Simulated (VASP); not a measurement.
# YHg (Pm-3m) in VASP: notebook

Runs on YHg. Level: LDA. Tasks: single point.

All numbers are computed with VASP 6.6.1; they aren't measurements. Logs are shortened: lines on timing, memory, paths and dates and some standing lists are left out, and cuts for length are marked.

## Step 1: The cell of the first run

It takes space group Pm-3m (No. 221, cubic). The conventional cell has a = 3.015 Å, b = 3.015 Å, c = 3.015 Å, α = 90.00°, β = 90.00°, γ = 90.00°. Within 3.4 Å of Y (site symmetry m-3m) lie 8 Hg at 2.61 Å and 6 Y at 3.02 Å. Within 3.4 Å of Hg (site symmetry m-3m) lie 8 Y at 2.61 Å and 6 Hg at 3.02 Å.

## Step 2: Single point, LDA (volume scaled by 0.55)

INCAR

```
PREC = Accurate ; ENCUT = 520
EDIFF = 1E-6 ; ISMEAR = -1
SIGMA = 0.05 ; LREAL = F
LASPH = T ; NELM = 100
ALGO = Normal ; ISIF = 2
LWAVE = F ; LCHARG = F
NBANDS = 18
```

KPOINTS

```
Automatic mesh
0
Gamma
  10 10 10
```

POSCAR

```
YHg
1.0
    3.0151022758      0.0000000000      0.0000000000
    0.0000000000      3.0151022758      0.0000000000
    0.0000000000      0.0000000000      3.0151022758
Y Hg
1 1
Direct
    0.5000000000      0.5000000000      0.5000000000
    0.0000000000      0.0000000000      0.0000000000
```

Potentials or basis: VASP PAW LDA potentials, release 64 (Y_sv, Hg).

Launch:

```console
cat potpaw_LDA.64/Y_sv/POTCAR potpaw_LDA.64/Hg/POTCAR > POTCAR
mpirun -np 1 vasp_std > vasp.out
```

OUTCAR:

```text
PREC = Accurate
   ENCUT = 520
   EDIFF = 1E-6
   ISMEAR = -1
   LREAL = F
   LASPH = T
   NELM = 100
   ISIF = 2

 ion  position               nearest neighbor table
   1  0.500  0.500  0.500-   2 2.61   2 2.61   2 2.61   2 2.61   2 2.61   2 2.61   2 2.61   2 2.61

   2  0.000  0.000  0.000-   1 2.61   1 2.61   1 2.61   1 2.61   1 2.61   1 2.61   1 2.61   1 2.61

  LATTYP: Found a simple cubic cell.
 ALAT       =     3.0151022758

  Lattice vectors:

 A1 = (   3.0151022758,   0.0000000000,   0.0000000000)
 A2 = (   0.0000000000,   3.0151022758,   0.0000000000)
 A3 = (   0.0000000000,   0.0000000000,   3.0151022758)

Analysis of symmetry for initial positions (statically):
=====================================================================
 Subroutine PRICEL returns:
 Original cell was already a primitive cell.

 Routine SETGRP: Setting up the symmetry group for a
 simple cubic supercell.

 Subroutine GETGRP returns: Found 48 space group operations
 (whereof 48 operations were pure point group operations)
 out of a pool of 48 trial point group operations.

The static configuration has the point symmetry O_h .

Analysis of symmetry for dynamics (positions and initial velocities):
=====================================================================
 Subroutine PRICEL returns:
 Original cell was already a primitive cell.

 Routine SETGRP: Setting up the symmetry group for a
 simple cubic supercell.

 Subroutine GETGRP returns: Found 48 space group operations
 (whereof 48 operations were pure point group operations)
 out of a pool of 48 trial point group operations.

The dynamic configuration has the point symmetry O_h .

 Subroutine INISYM returns: Found 48 space group operations
 (whereof 48 operations are pure point group operations),
 and found     1 'primitive' translations

----------------------------------------------------------------------------------------

                                     Primitive cell

  volume of cell :      27.4098

  direct lattice vectors                    reciprocal lattice vectors
     3.015102276  0.000000000  0.000000000     0.331663708  0.000000000  0.000000000
     0.000000000  3.015102276  0.000000000     0.000000000  0.331663708  0.000000000
     0.000000000  0.000000000  3.015102276     0.000000000  0.000000000  0.331663708

  length of vectors
     3.015102276  3.015102276  3.015102276     0.331663708  0.331663708  0.331663708

  position of ions in fractional coordinates (direct lattice)
     0.500000000  0.500000000  0.500000000
     0.000000000  0.000000000  0.000000000

  ion indices of the primitive-cell ions
   primitive index   ion index
                 1           1
                 2           2

----------------------------------------------------------------------------------------

 KPOINTS: Automatic mesh

Automatic generation of k-mesh.
 Grid dimensions read from file:
 generate k-points for:   10   10   10

 Generating k-lattice:

  Cartesian coordinates                     Fractional coordinates (reciprocal lattice)
     0.033166371  0.000000000  0.000000000     0.100000000  0.000000000  0.000000000
     0.000000000  0.033166371  0.000000000     0.000000000  0.100000000  0.000000000
     0.000000000  0.000000000  0.033166371     0.000000000  0.000000000  0.100000000

  Length of vectors
     0.033166371  0.033166371  0.033166371

  Shift w.r.t. Gamma in fractional coordinates (k-lattice)
     0.000000000  0.000000000  0.000000000

 Subroutine IBZKPT returns following result:
 ===========================================

 Found     56 irreducible k-points:

 Following reciprocal coordinates:
            Coordinates               Weight
  0.000000  0.000000  0.000000      1.000000
  0.100000  0.000000  0.000000      6.000000
  0.200000  0.000000  0.000000      6.000000
  0.300000  0.000000  0.000000      6.000000
  0.400000  0.000000  0.000000      6.000000
  0.500000  0.000000  0.000000      3.000000
[... 16 lines left out ...]
  0.200000  0.100000  0.100000     24.000000
  0.300000  0.100000  0.100000     24.000000
 [... further k-points ...]
   k-points           NKPTS =     56   k-points in BZ     NKDIM =     56   number of bands    NBANDS=     18
   number of dos      NEDOS =    301   number of ions     NIONS =      2
   total plane-waves  NPLWV =  13824
   dimension x,y,z NGX =    24 NGY =   24 NGZ =   24
   dimension x,y,z NGXF=    48 NGYF=   48 NGZF=   48
   ions per type =               1   1
   NGX,Y,Z   is equivalent  to a cutoff of  13.23, 13.23, 13.23 a.u.
   NGXF,Y,Z  is equivalent  to a cutoff of  26.47, 26.47, 26.47 a.u.
 SYSTEM =  unknown system
   PREC   = accura    normal or accurate (medium, high low for compatibility)
   ISTART =      0    job   : 0-new  1-cont  2-samecut
   ICHARG =      2    charge: 1-file 2-atom 10-const
   ISPIN  =      1    spin polarized calculation?
   LNONCOLLINEAR =      F non collinear calculations
   LSORBIT =      F    spin-orbit coupling
   LASPH  =      T    aspherical Exc in radial PAW
   ENCUT  =  520.0 eV  38.22 Ry    6.18 a.u.   5.61  5.61  5.61*2*pi/ulx,y,z
   NELM   =    100;   NELMIN=  2; NELMDL= -5     # of ELM steps
   EDIFF  = 0.1E-05   stopping-criterion for ELM
   LREAL  =      F    real-space projection
   EDIFFG = 0.1E-04   stopping-criterion for IOM
   NSW    =      0    number of steps for IOM
   IBRION =     -1    ionic relax: 0-MD 1-quasi-New 2-CG
   NFREE  =      0    steps in history (QN), initial steepest desc. (CG)
   ISIF   =      2    stress and relaxation
   ISYM   =      2    0-nonsym 1-usesym 2-fastsym
   POTIM  = 0.5000    time-step for ionic-motion
   TEBEG  =    0.0;   TEEND  =   0.0 temperature during run
   PSTRESS=    0.0 pullay stress
   NELECT =      23.0000    total number of electrons
   NUPDOWN=      -1.0000    fix difference up-down
   EMIN   =  10.00;   EMAX   =-10.00  energy-range for DOS
   EFERMI =   0.00;   METHOD = LEGACY
   ISMEAR =    -1;   SIGMA  =   0.05  broadening in eV -4-tet -1-fermi 0-gaus
   EFERMI_NEDOS =   21; number of points for ismear=-14 and -15
   IALGO  =     38    algorithm
   IMIX   =      4    mixing-type and parameters
     AMIX     =   0.40;   BMIX     =  1.00
     AMIX_MAG =   1.60;   BMIX_MAG =  1.00
  volume/ion in A,a.u.               =      13.70        92.49
  Fermi-wavevector in a.u.,A,eV,Ry     =   1.544124  2.917970 32.440612  2.384318
  Thomas-Fermi vector in A             =   2.649689
   LORBIT       =      0    0 simple, 1 ext, 2 COOP (PROOUT), +10 PAW based schemes
   GGA     = CA    functional components
   LHFCALC =     F    Hartree Fock is set to
   AEXX    =    0.0000 exact exchange contribution
   IVDW    =     0    specifies the selected vdW correction
   LEPSILON=     F    determine dielectric tensor
   LRPA    =     F    only Hartree local field effects (RPA)
 non-spin polarized calculation
  energy-cutoff  :      520.00
  volume of cell :       27.41
 maximum number of plane-waves:       756
 NGX is ok and might be reduce to    24
   NGX = 11   NGY = 11   NGZ = 11

 number of electron      23.0000005 magnetization

 Free energy of the ion-electron system (eV)
  ---------------------------------------------------
  ext. energy  EPLUGINS =         0.00000000
  ---------------------------------------------------
  free energy    TOTEN  =        -3.41028178 eV

  energy without entropy =       -3.39663614  energy(sigma->0) =       -3.40345896

 E-fermi :   9.3443     XC(G=0): -14.0000

 val. band max:        9.3441058331   @ k =   0.4000   0.2000   0.1000
 cond. band min:       9.3817851552   @ k =   0.3000   0.2000   0.0000
 fundamental gap:      0.0376793221
 Fermi energy:         9.3442571926

 k-point     1 :       0.0000    0.0000    0.0000
  band No.  band energies     occupation
      1     -32.6135      2.00000
      2     -12.3276      2.00000
      3     -12.3276      2.00000
      4     -12.3276      2.00000
      5      -2.4582      2.00000
      6      -2.4582      2.00000
[... 10 lines left out ...]
     17      17.1510      0.00000
     18      17.1510      0.00000

 k-point     2 :       0.1000    0.0000    0.0000
  band No.  band energies     occupation
      1     -32.5904      2.00000
      2     -12.5732      2.00000
      3     -12.3285      2.00000
      4     -12.3285      2.00000
      5      -2.4032      2.00000
      6      -2.2463      2.00000
[... 10 lines left out ...]
     17      18.9783      0.00000
     18      18.9783      0.00000

 k-point     3 :       0.2000    0.0000    0.0000
  band No.  band energies     occupation
      1     -32.5293      2.00000
      2     -13.1601      2.00000
      3     -12.3311      2.00000
      4     -12.3311      2.00000
      5      -2.2535      2.00000
      6      -1.6835      2.00000
[... 10 lines left out ...]
     17      21.1490      0.00000
     18      21.1490      0.00000

 k-point     4 :       0.3000    0.0000    0.0000
  band No.  band energies     occupation
      1     -32.4523      2.00000
      2     -13.8024      2.00000
      3     -12.3349      2.00000
      4     -12.3349      2.00000
      5      -2.0562      2.00000
      6      -0.9726      2.00000
[... 10 lines left out ...]
     17      22.7250      0.00000
     18      23.2777      0.00000

 k-point     5 :       0.4000    0.0000    0.0000
  band No.  band energies     occupation
      1     -32.3889      2.00000
      2     -14.2729      2.00000
      3     -12.3383      2.00000
      4     -12.3383      2.00000
      5      -1.8847      2.00000
      6      -0.4039      2.00000
[... 10 lines left out ...]
     17      22.5528      0.00000
     18      25.0234      0.00000

 k-point     6 :       0.5000    0.0000    0.0000
  band No.  band energies     occupation
      1     -32.3644      2.00000
      2     -14.4434      2.00000
      3     -12.3397      2.00000
      4     -12.3397      2.00000
      5      -1.8160      2.00000
      6      -0.1926      2.00000
[... 10 lines left out ...]
     17      22.4982      0.00000
     18      23.2529      0.00000

 k-point     7 :       0.1000    0.1000    0.0000
  band No.  band energies     occupation
      1     -32.5680      2.00000
      2     -12.6300      2.00000
      3     -12.4988      2.00000
      4     -12.3262      2.00000
      5      -2.2784      2.00000
      6      -2.1164      2.00000
[... 10 lines left out ...]
     17      18.9206      0.00000
     18      19.9009      0.00000

 k-point     8 :       0.2000    0.1000    0.0000
  band No.  band energies     occupation
      1     -32.5087      2.00000
      2     -13.1480      2.00000
      3     -12.5264      2.00000
      4     -12.3204      2.00000
      5      -2.1217      2.00000
      6      -1.5973      2.00000
[... 10 lines left out ...]
     17      20.3901      0.00000
     18      21.6313      0.00000
[... 229 lines left out ...]
     17      20.8479      0.00000
     18      21.5699      0.00000

 k-point    20 :       0.5000    0.4000    0.0000
  band No.  band energies     occupation
      1     -32.2153      2.00000
      2     -13.8466      2.00000
      3     -13.6537      2.00000
      4     -12.0159      2.00000
      5      -2.1741      2.00000
      6      -1.5991      2.00000
[... 10 lines left out ...]
     17      21.0793      0.00000
     18      21.4267      0.00000

 k-point    21 :       0.5000    0.5000    0.0000
  band No.  band energies     occupation
      1     -32.1991      2.00000
      2     -13.7780      2.00000
      3     -13.7780      2.00000
      4     -11.9795      2.00000
      5      -2.2971      2.00000
      6      -1.7147      2.00000
[... 10 lines left out ...]
     17      21.1106      0.00000
     18      21.2494      0.00000

 k-point    22 :       0.1000    0.1000    0.1000
  band No.  band energies     occupation
      1     -32.5462      2.00000
      2     -12.6649      2.00000
      3     -12.4989      2.00000
      4     -12.4989      2.00000
      5      -2.0764      2.00000
      6      -2.0764      2.00000
[... 10 lines left out ...]
     17      18.9319      0.00000
     18      19.5810      0.00000

 k-point    23 :       0.2000    0.1000    0.1000
  band No.  band energies     occupation
      1     -32.4885      2.00000
      2     -13.1300      2.00000
      3     -12.5325      2.00000
      4     -12.4993      2.00000
      5      -1.9686      2.00000
      6      -1.5435      2.00000
[... 10 lines left out ...]
     17      20.5007      0.00000
     18      21.1761      0.00000

 k-point    24 :       0.3000    0.1000    0.1000
  band No.  band energies     occupation
      1     -32.4160      2.00000
      2     -13.7258      2.00000
      3     -12.5004      2.00000
      4     -12.4847      2.00000
      5      -1.8278      2.00000
      6      -0.9092      2.00000
[... 10 lines left out ...]
     17      21.6356      0.00000
     18      22.3593      0.00000

 [... further k-points ...]
[... 5 lines left out ...]
  --------------------------------------------------------------------------------------
  -------------------------------------------------------------------------------------
  Total       25.5622774     25.5622774     25.5622774      0.0000000      0.0000000      0.0000000
  in kB     1494.1836494   1494.1836494   1494.1836494      0.0000000      0.0000000      0.0000000
  external PRESSURE =    1494.1836494 kB  Pullay stress =       0.0000000 kB

 VOLUME and BASIS-vectors are now :
 -----------------------------------------------------------------------------
  energy-cutoff  :      520.00
  volume of cell :       27.41
      direct lattice vectors                 reciprocal lattice vectors
     3.015102276  0.000000000  0.000000000     0.331663708  0.000000000  0.000000000
     0.000000000  3.015102276  0.000000000     0.000000000  0.331663708  0.000000000
     0.000000000  0.000000000  3.015102276     0.000000000  0.000000000  0.331663708

 POSITION                                       TOTAL-FORCE (eV/Angst)
 -----------------------------------------------------------------------------------
      1.50755      1.50755      1.50755         0.000000      0.000000      0.000000
      0.00000      0.00000      0.00000         0.000000      0.000000      0.000000
 -----------------------------------------------------------------------------------
    total drift:                                0.000000      0.000000     -0.000000

  FREE ENERGIE OF THE ION-ELECTRON SYSTEM (eV)
  ---------------------------------------------------
  free  energy   TOTEN  =        -3.4102817844 eV

  energy  without entropy=       -3.3966361365  energy(sigma->0) =       -3.40345896
```

Wall time 16 s (1 thread of Intel Xeon Platinum 8375C at 2.90GHz (Ice Lake), shared host); peak memory 0.16 GiB.

What came out:

```yaml
Free_energy: -3.4103 eV
Pressure: 149.4 GPa
```

Levels at points of the mesh, in eV from the Fermi level:
| k point | band 8 | band 9 | band 10 | band 11 | band 12 | band 13 | band 14 | band 15 | band 16 | band 17 |
| --- | --- | --- | --- | --- | --- | --- | --- | --- | --- | --- |
| (0.00, 0.00, 0.00) | -9.47 | -9.47 | -9.47 | 0.24 | 0.24 | 6.88 | 6.88 | 6.88 | 7.81 | 7.81 |
| (0.50, 0.00, 0.00) | -9.33 | -9.23 | -5.17 | -4.54 | -1.69 | 0.71 | 0.71 | 5.63 | 8.91 | 13.15 |
| (0.50, 0.50, 0.00) | -10.45 | -8.23 | -5.63 | 0.61 | 0.61 | 1.44 | 5.43 | 5.43 | 8.54 | 11.77 |
| (0.50, 0.50, 0.50) | -8.17 | -8.17 | -4.61 | -4.61 | -4.61 | -0.58 | 8.95 | 8.95 | 11.21 | 11.21 |

Caveat: the cell differs from its parent crystal (volume scaled by 0.55); spin-orbit coupling is left out, which moves the levels of the heavy elements.

## Step 3: Single point, LDA (volume scaled by 0.8)

INCAR

```
SYSTEM = YHg
ALGO = Normal ; EDIFF = 1E-6
ENCUT = 520 ; ISIF = 2
ISMEAR = -1 ; LASPH = .True.
LCHARG = .False. ; LREAL = .False.
LWAVE = .False. ; NBANDS = 18
NELM = 80 ; PREC = Accurate
SIGMA = 0.05
```

KPOINTS

```
k-points
0
Gamma
  10 10 10
  0 0 0
```

POSCAR

```
YHg
1.0
    3.4162093815      0.0000000000      0.0000000000
    0.0000000000      3.4162093815      0.0000000000
    0.0000000000      0.0000000000      3.4162093815
Y Hg
1 1
Direct
    0.5000000000      0.5000000000      0.5000000000
    0.0000000000      0.0000000000      0.0000000000
```

Potentials or basis: VASP PAW LDA potentials, release 64 (Y_sv, Hg).

Launch:

```console
cat potpaw_LDA.64/Y_sv/POTCAR potpaw_LDA.64/Hg/POTCAR > POTCAR
mpirun -np 1 vasp_std > vasp.out
```

Run time: 28 s. Hardware: 1 thread of Intel Xeon Platinum 8375C at 2.90GHz (Ice Lake), shared host; peak memory 0.18 GiB.

Results (log left out):

```yaml
Free_energy: -8.7508 eV
Pressure: 21.8 GPa
```

Levels at points of the mesh, in eV from the Fermi level:
```csv
k point,band 8,band 9,band 10,band 11,band 12,band 13,band 14,band 15,band 16,band 17
"(0.00, 0.00, 0.00)",-7.83,-7.83,-7.83,0.30,0.30,4.86,4.86,4.86,5.41,5.41
"(0.50, 0.00, 0.00)",-7.94,-7.72,-5.08,-4.21,-0.34,1.04,1.04,4.39,6.15,10.46
"(0.50, 0.50, 0.00)",-8.27,-7.20,-4.95,-0.35,-0.35,0.88,3.70,3.70,6.06,7.50
"(0.50, 0.50, 0.50)",-7.17,-7.17,-2.77,-2.77,-2.77,-1.56,6.26,6.26,7.20,7.20
```

Caveat: the cell differs from its parent crystal (volume scaled by 0.8); spin-orbit coupling is left out, which moves the levels of the heavy elements.

## Step 4: Single point, LDA (volume scaled by 0.9)

INCAR

```
PREC = Accurate
ENCUT = 520
EDIFF = 1E-6
ISMEAR = -1
SIGMA = 0.05
LREAL = False
LASPH = True
NELM = 80
ALGO = Normal
ISIF = 2
LWAVE = False
LCHARG = False
GGA = CA
NBANDS = 18
```

KPOINTS

```
Automatic mesh
0
Gamma
  10 10 10
```

POSCAR

```
YHg
1.0
    3.5530009354      0.0000000000      0.0000000000
    0.0000000000      3.5530009354      0.0000000000
    0.0000000000      0.0000000000      3.5530009354
Y Hg
1 1
Direct
    0.5000000000      0.5000000000      0.5000000000
    0.0000000000      0.0000000000      0.0000000000
```

Launch:

```console
cat potpaw_LDA.64/Y_sv/POTCAR potpaw_LDA.64/Hg/POTCAR > POTCAR
mpirun -np 1 vasp_std > vasp.out
```

Wall time 28 s (1 thread of Intel Xeon Platinum 8375C at 2.90GHz (Ice Lake), shared host); peak memory 0.19 GiB.

Results (log left out):

* Free energy: -9.1592 eV
* Pressure: 5.9 GPa

Levels at points of the mesh, in eV from the Fermi level:
```tsv
k point	band 10	band 11	band 12	band 13	band 14	band 15
(0.00, 0.00, 0.00)	-7.47	0.27	0.27	4.27	4.27	4.27
(0.50, 0.00, 0.00)	-5.06	-3.91	-0.14	1.04	1.04	3.93
(0.50, 0.50, 0.00)	-4.75	-0.46	-0.46	0.67	3.23	3.23
(0.50, 0.50, 0.50)	-2.34	-2.34	-2.34	-1.78	5.49	5.49
```

Caveat: the cell differs from its parent crystal (volume scaled by 0.9); spin-orbit coupling is left out, which moves the levels of the heavy elements.

## Step 5: Single point, LDA

This run uses another cell than the first one, of 24.92 Å³/atom, 1.818 times its volume.

INCAR

```
PREC = Accurate ; ENCUT = 520
EDIFF = 1E-7 ; ISMEAR = -1
SIGMA = 0.05 ; LREAL = F
LASPH = T ; NELM = 60
ALGO = Normal ; ISIF = 2
LWAVE = F ; LCHARG = F
GGA = CA ; NBANDS = 18
```

KPOINTS is that of step 4.

POSCAR

```
YHg
1.0
    3.6800000000      0.0000000000      0.0000000000
    0.0000000000      3.6800000000      0.0000000000
    0.0000000000      0.0000000000      3.6800000000
Y Hg
1 1
Direct
    0.5000000000      0.5000000000      0.5000000000
    0.0000000000      0.0000000000      0.0000000000
```

Launch:

```console
cat potpaw_LDA.64/Y_sv/POTCAR potpaw_LDA.64/Hg/POTCAR > POTCAR
mpirun -np 1 vasp_std > vasp.out
```

Run time: 33 s. Hardware: 1 thread of Intel Xeon Platinum 8375C at 2.90GHz (Ice Lake), shared host; peak memory 0.19 GiB.

The run converged. Its results:

* Free energy: -9.1912 eV
* Pressure: -3.1 GPa

Levels at points of the mesh, in eV from the Fermi level:
```tsv
k point	band 8	band 9	band 10	band 11	band 12	band 13	band 14	band 15	band 16	band 17
(0.00, 0.00, 0.00)	-7.20	-7.20	-7.20	0.24	0.24	3.78	3.78	3.78	4.46	4.46
(0.50, 0.00, 0.00)	-7.31	-7.13	-4.99	-3.64	0.00	1.01	1.01	3.54	4.75	8.69
(0.50, 0.50, 0.00)	-7.46	-6.78	-4.56	-0.50	-0.50	0.50	2.85	2.85	4.72	5.43
(0.50, 0.50, 0.50)	-6.77	-6.77	-2.00	-2.00	-2.00	-1.95	4.85	4.85	5.47	5.47
```

Caveat: spin-orbit coupling is left out, which moves the levels of the heavy elements.

(Part 1 of 2 ends here.)
